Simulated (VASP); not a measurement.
Write the native input for VASP 6.6.1 that does the following.

| Quantity | Value |
| --- | --- |
| Task | single point |
| Functional | r2SCAN |
| Potentials or basis | VASP PAW PBE potentials, release 64 (Rh_pv) |
| Cutoff | 520 eV |
| k mesh | 22 × 22 × 22 |
| Occupations | gaussian, width 0.15 eV |
| Spin | no spin polarisation |
| Dipole correction | no |
| Further INCAR settings | ALGO = Normal; EDIFF = 1e-06; NBANDS = 14 |

The system is Rh.

```
Rh
1.0
     0.00000    1.95860    1.95860
     1.95860    0.00000    1.95860
     1.95860    1.95860    0.00000
Rh
1
Direct
  0.00000 0.00000 0.00000
```

This cell differs from its parent crystal: strain +0.030 along x and y, +0.030 along z.

These files were run (other wordings do the same):

POSCAR

```
Rh
1.0
    0.0000000000      1.9585965000      1.9585965000
    1.9585965000      0.0000000000      1.9585965000
    1.9585965000      1.9585965000      0.0000000000
Rh
1
Direct
    0.0000000000      0.0000000000      0.0000000000
```

INCAR.step1

```
SYSTEM = Rh
ALGO = Normal
EDIFF = 1E-4
ENCUT = 520
GGA = PE
ISMEAR = 0
LASPH = .True.
LCHARG = .False.
LREAL = .False.
LWAVE = .True.
NBANDS = 14
NELM = 60
PREC = Accurate
SIGMA = 0.15
```

INCAR.step2

```
SYSTEM = Rh
ALGO = Normal
EDIFF = 1E-6
ENCUT = 520
ISIF = 2
ISMEAR = 0
ISTART = 1
LASPH = .True.
LCHARG = .True.
LELF = .True.
LMIXTAU = .True.
LREAL = .False.
LVHAR = .True.
LWAVE = .False.
METAGGA = R2SCAN
NBANDS = 14
NELM = 60
PREC = Accurate
SIGMA = 0.15
```

KPOINTS

```
k-points
0
Gamma
  22 22 22
  0 0 0
```

Potentials or basis: VASP PAW PBE potentials, release 64 (Rh_pv).

Run with:

```bash
$ cat potpaw_PBE.64/Rh_pv/POTCAR > POTCAR
$ cp INCAR.step1 INCAR
$ mpirun -np 1 vasp_std > vasp.out
$ cp INCAR.step2 INCAR
$ mpirun -np 1 vasp_std > vasp.out
```

It gave:

```
Pressure : -19.5 GPa
```

Caveat: the cell differs from its parent crystal (strain +0.030 along x and y, +0.030 along z); the PAW data sets were made with another functional, which shifts forces and pressure a little.

Wall time 74 s on 1 thread of Intel(R) Xeon(R) 6975P-C (Granite Rapids) (shared host), peak memory 0.19 GiB.
